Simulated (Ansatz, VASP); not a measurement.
# Two plane-wave programs on TiO2

POSCAR

```
TiO2
1.0
    4.5968534940      0.0000000000      0.0000000000
    0.0000000000      4.5968534940      0.0000000000
    0.0000000000      0.0000000000      2.8648865286
Ti O
2 4
Direct
    0.0000000000      0.0000000000      0.0000000000
    0.5000000000      0.5000000000      0.5000000000
    0.3031853094      0.3031853094      0.0000000000
    0.1968146906      0.8031853094      0.5000000000
    0.8031853094      0.1968146906      0.5000000000
    0.6968146906      0.6968146906      0.0000000000
```

INCAR.step1

```
  PREC = Accurate
  ENCUT = 520
  ISMEAR = 0
  SIGMA = 0.01
  LREAL = F
  LASPH = T
  NELM = 80
  NBANDS = 33
  GGA = PE
  ALGO = Normal
  EDIFF = 1E-4
  LWAVE = T
  LCHARG = F
```

The input INCAR.step2:

```
  PREC = Accurate
  ENCUT = 520
  EDIFF = 1E-6
  ISMEAR = 0
  SIGMA = 0.01
  LREAL = F
  LASPH = T
  NELM = 80
  ALGO = Normal
  ISIF = 2
  LWAVE = F
  LCHARG = F
  METAGGA = R2SCAN
  LMIXTAU = T
  NBANDS = 33
  ISTART = 1
```

KPOINTS

```
regular mesh
0
Gamma
  6 6 8
```

Input for Ansatz:

```yaml
crystal:
  lattice:
    - [4.596853494, 0.0, 0.0]
    - [0.0, 4.596853494, 0.0]
    - [0.0, 0.0, 2.8648865286]
  atoms:
    - { symbol: Ti, position: [0.0, 0.0, 0.0] }
    - { symbol: Ti, position: [0.5, 0.5, 0.5] }
    - { symbol: O, position: [0.3031853094, 0.3031853094, 0.0] }
    - { symbol: O, position: [0.1968146906, 0.8031853094, 0.5] }
    - { symbol: O, position: [0.8031853094, 0.1968146906, 0.5] }
    - { symbol: O, position: [0.6968146906, 0.6968146906, 0.0] }
kpoints:
  mp_grid: { grid: [6, 6, 8] }
  band_path:
    path:
      - [0.0, 0.0, 0.0]
      - [0.0, 0.5, 0.0]
      - [0.5, 0.5, 0.0]
      - [0.0, 0.0, 0.5]
      - [0.0, 0.5, 0.5]
      - [0.5, 0.5, 0.5]
    npoints: 1
hamiltonian:
  xc: r2scan
scf:
  occupations: { method: fixed }
  n_extra_bands: 5
output:
  forces: true
  stress: true
  eigenvalues: true
```

Change from the starting cell: uniaxial_z strain -3.0%.

Alike in both runs: task single point; functional r2SCAN; k mesh 6 × 6 × 8; no spin polarisation.

```csv
,VASP,Ansatz
version,VASP 6.6.1,Ansatz 0.2.0
potentials or method,"VASP PAW PBE potentials, release 64 (Ti_sv, O)","plane waves, PAW"
plane-wave cutoff (eV),520,500
occupations,"gaussian, width 0.01 eV",fixed
valence electrons in the cell,48,48
```

Ansatz gave:

```
gap on the k mesh at the Fermi level (eV)                     : 2.29
pressure (GPa)                                                : 9.2
traceless stress, the component that is largest in VASP (GPa) : 7.84
rms of the force components (eV/Å)                            : 0.001
```

**Question.** What did VASP give for the same quantities?

**Answer.** gap on the k mesh at the Fermi level (eV): 2.29; pressure (GPa): 10.6; traceless stress, the component that is largest in VASP (GPa): 8.35; rms of the force components (eV/Å): 0.022.

VASP's potentials were made for PBE, not for r2SCAN. Atom by atom the forces differ by 0.021 eV/Å (rms over components).
